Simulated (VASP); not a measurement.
Write the native input for VASP 6.6.1 that does the following.

| Quantity | Value |
| --- | --- |
| Task | single point |
| Functional | PBE |
| Potentials or basis | VASP PAW PBE potentials, release 64 (Na_pv) |
| Cutoff | 520 eV |
| k mesh | 11 × 11 × 11 |
| Occupations | gaussian, width 0.01 eV |
| Spin | no spin polarisation |
| Dipole correction | no |
| Further INCAR settings | ALGO = Normal; EDIFF = 1e-06; NBANDS = 10 |

The structure of Na lies in POSCAR:

```
Na
1.0
   -2.0985562613      2.0985562613      2.0985562613
    2.0985562613     -2.0985562613      2.0985562613
    2.0985562613      2.0985562613     -2.0985562613
Na
1
Direct
    0.0000000000      0.0000000000      0.0000000000
```

One way to write it, as run:

INCAR

```
SYSTEM = Na
PREC = Accurate
ENCUT = 520
EDIFF = 1E-6
ISMEAR = 0
SIGMA = 0.01
LREAL = .False.
LASPH = .True.
NELM = 100
ALGO = Normal
ISIF = 2
LWAVE = .False.
LCHARG = .False.
GGA = PE
NBANDS = 10
```

KPOINTS

```
Automatic mesh
0
Gamma
  11 11 11
  0 0 0
```

Potentials or basis: VASP PAW PBE potentials, release 64 (Na_pv).

Run with:

```console
$ cat potpaw_PBE.64/Na_pv/POTCAR > POTCAR
$ mpirun -np 1 vasp_std > vasp.out
```

Results of the run:

The pressure is 0.0 GPa.

Wall time 24 s on 1 thread of AMD EPYC 7R13, on a shared host, peak memory 0.13 GiB.
